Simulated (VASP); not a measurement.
**ZrSi2: single point with PBE**

The system is ZrSi2, a slab with vacuum.

```xyz
12
Lattice="3.6791 0.0000 0.0000 0.0000 3.7052 0.0000 0.0000 0.0000 27.6533" Properties=species:S:1:pos:R:3 pbc="T T T"
Si    0.9198    1.8526    7.5000
Si    2.7593    0.0000    7.5092
Si    0.9198    0.0000   10.4164
Si    2.7593    0.0000   11.9869
Si    0.9198    0.0000   14.8940
Si    2.7593    1.8526   14.9032
Si    0.9198    1.8526   17.8104
Si    2.7593    1.8526   19.3809
Zr    2.7593    1.8526    9.6440
Zr    0.9198    1.8526   12.7593
Zr    2.7593    0.0000   17.0380
Zr    0.9198    0.0000   20.1533
```

* Program: VASP 6.6.1
* Task: single point
* Functional: PBE
* Potentials or basis: VASP PAW PBE potentials, release 64 (Si, Zr_sv)
* Cutoff: 520 eV
* k mesh: 9 × 9 × 1
* Occupations: gaussian, width 0.1 eV
* Spin: no spin polarisation
* Dipole correction: yes
* Further INCAR settings: ALGO = Normal; EDIFF = 1e-07; NBANDS = 52

- Largest force: 1.350 eV/Å
- Band gap on the k mesh: zero (bands 40 and 41 overlap by 0.88 eV)

Forces in eV/Å, atoms in the order of the input:
```
Si   0.000  0.000 -0.180
Si   0.000  0.000 -0.249
Si   0.000  0.000 -0.376
Si   0.000  0.000 -0.022
Si   0.000  0.000  0.071
Si   0.000  0.000  0.030
Si   0.000  0.000  0.429
Si   0.000  0.000  0.966
Zr   0.000  0.000  0.750
Zr   0.000  0.000  0.013
Zr   0.000  0.000 -0.082
Zr   0.000  0.000 -1.350
```

Levels at points of the mesh, in eV from the Fermi level:
```
           k point  band 36  band 37  band 38  band 39  band 40  band 41  band 42  band 43  band 44  band 45
(0.00, 0.00, 0.00)    -1.61    -1.54    -1.32    -0.43     0.03     0.37     1.07     1.25     1.49     1.56
```

Wall time 12 min on 1 thread of Intel(R) Xeon(R) 6975P-C (Granite Rapids), with other jobs on the host, peak memory 0.6 GiB.
